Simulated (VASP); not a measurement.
Crystal: C.

```
C
1.0
     2.45540    0.00000    0.00000
    -1.22770    2.12644    0.00000
     0.00000    0.00000    6.66439
C
4
Direct
  0.00000 0.00000 0.25000
  0.00000 0.00000 0.75000
  0.33333 0.66667 0.25000
  0.66667 0.33333 0.75000
```

Base run:

```yaml
Program: VASP 6.6.1
Functional: r2SCAN
Potentials_or_basis: VASP PAW PBE potentials, release 64 (C)
Cutoff: 660 eV
k_mesh: 12 × 12 × 4
Occupations: fermi-dirac, width 0.02 eV
Spin: no spin polarisation
```

Its results: band gap on the k mesh zero (bands 8 and 9 overlap by 0.03 eV); pressure 0.7 GPa.

The run is repeated on the same cell with these changes: functional from r2SCAN to PBE; cutoff from 660 eV to 600 eV. What comes out?

Band gap on the k mesh zero (bands 8 and 9 overlap by 0.02 eV); pressure 4.9 GPa.

Caveats: the PAW data sets were made with another functional, which shifts forces and pressure a little (at least some runs); the cell stands under pressure (at least some runs); this functional lacks dispersion, which binds layers or chains, so the pressure and a relaxed spacing across them are unreliable (at least some runs).
